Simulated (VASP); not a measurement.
A run of VASP 6.6.1 is set up as follows.

Contents of INCAR:

```
ALGO = Normal ; EDIFF = 1E-6
ENCUT = 520 ; ISIF = 2
ISMEAR = 0 ; LASPH = True
LCHARG = False ; LREAL = False
LWAVE = False ; NBANDS = 25
NELM = 60 ; PREC = Accurate
SIGMA = 0.01
```

The input KPOINTS:

```
k-points
0
Gamma
  8 8 8
```

The input POSCAR:

```
SiO2
1.0
   -2.4632701475      2.4632701475      3.6420760817
    2.4632701475     -2.4632701475      3.6420760817
    2.4632701475      2.4632701475     -3.6420760817
Si O
2 4
Direct
    0.0000000000      0.0000000000      0.0000000000
    0.7500000000      0.2500000000      0.5000000000
    0.9741962388      0.6250000000      0.8491962388
    0.3750000000      0.2241962388      0.3491962388
    0.7758037612      0.1250000000      0.1508037612
    0.8750000000      0.0258037612      0.6508037612
```

Potentials or basis: VASP PAW LDA potentials, release 64 (Si, O).

Launch:

```console
$ cat potpaw_LDA.64/Si/POTCAR potpaw_LDA.64/O/POTCAR > POTCAR
$ mpirun -np 1 vasp_std > vasp.out
```

Question: Estimate the largest force.

Answer: 0.027 eV/Å.

Question: What does it give for the pressure?

Answer: 0.6 GPa.

Question: Predict the band gap on the k mesh.

Answer: 5.76 eV, direct.

Forces on the atoms (eV/Å):
```
Si   0.000  0.000  0.000
Si   0.000  0.000  0.000
O    0.000  0.027  0.000
O    0.027  0.000  0.000
O    0.000 -0.027  0.000
O   -0.027  0.000  0.000
```

A k mesh can miss the band edges. A hybrid or GW would open this gap; LDA tends to underestimate it.
